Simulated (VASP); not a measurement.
**Zn: single point with PBE**

Crystal: Zn.

```
Zn
1.0
     0.00000    1.94202    1.94202
     1.94202    0.00000    1.94202
     1.86343    1.86343    0.07859
Zn
1
Direct
  0.00000 0.00000 0.00000
```

This cell differs from its parent crystal: strained.

```yaml
Program: VASP 6.6.1
Task: single point
Functional: PBE
Potentials_or_basis: VASP PAW PBE potentials, release 64 (Zn)
Cutoff: 520 eV
k_mesh: 18 × 18 × 18
Occupations: gaussian, width 0.1 eV
Spin: no spin polarisation
```

The pressure is 9.3 GPa and the band gap on the k mesh is zero (band 6 reaches 5.73 eV, above the bottom of band 7 at 2.32 eV).

Stress tensor (GPa, compression positive):
```
 9.33  0.41 -0.41
 0.41  9.33 -0.41
-0.41 -0.41  9.33
```

Levels at points of the mesh, in eV from the Fermi level:
```
           k point  band 3  band 4  band 5  band 6  band 7  band 8  band 9  band 10
(0.00, 0.00, 0.00)   -7.96   -7.75   -7.41   -7.41   18.79   18.79   18.89    21.56
(0.50, 0.00, 0.00)   -7.77   -7.16   -7.06   -3.45   -1.47   16.43   16.90    19.01
(0.50, 0.50, 0.00)   -7.13   -7.01   -6.98   -1.22    2.15    8.08    9.92    12.40
(0.00, 0.00, 0.50)   -7.92   -7.05   -7.05   -2.83   -0.26   15.25   15.25    17.29
```

It took 45 s on 1 thread of Intel(R) Xeon(R) 6975P-C (Granite Rapids) (shared host), peak memory 0.19 GiB.

Caveat: the cell differs from its parent crystal (strained).
